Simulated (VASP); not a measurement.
As:

```
As
1.0
     1.87999    1.08541    3.32765
    -1.87999    1.08541    3.32765
     0.00000   -2.17082    3.32765
As
2
Direct
  0.76951 0.76951 0.76951
  0.23049 0.23049 0.23049
```

Base run:

| Item | Value |
| --- | --- |
| Program | VASP 6.6.1 |
| Functional | LDA |
| Potentials or basis | VASP PAW LDA potentials, release 64 (As) |
| Cutoff | 500 eV |
| k mesh | 5 × 5 × 5 |
| Occupations | fermi-dirac, width 0.1 eV |
| Spin | no spin polarisation |

Its results: band gap on the k mesh 0.41 eV, indirect (least direct gap 0.84 eV); pressure 0.3 GPa; largest force 0.150 eV/Å.

**Question.** The run is repeated on the same cell with these changes: k mesh from 5 × 5 × 5 to 2 × 2 × 2. What comes out?

**Answer.** Band gap on the k mesh 0.14 eV, direct; pressure 13.2 GPa; largest force 2.886 eV/Å.

Caveats: some runs use coarse meshes; forces of over 1 eV/Å act on the atoms, so gaps and moduli don't describe the material at rest (some runs).

A k mesh can miss the band edges.
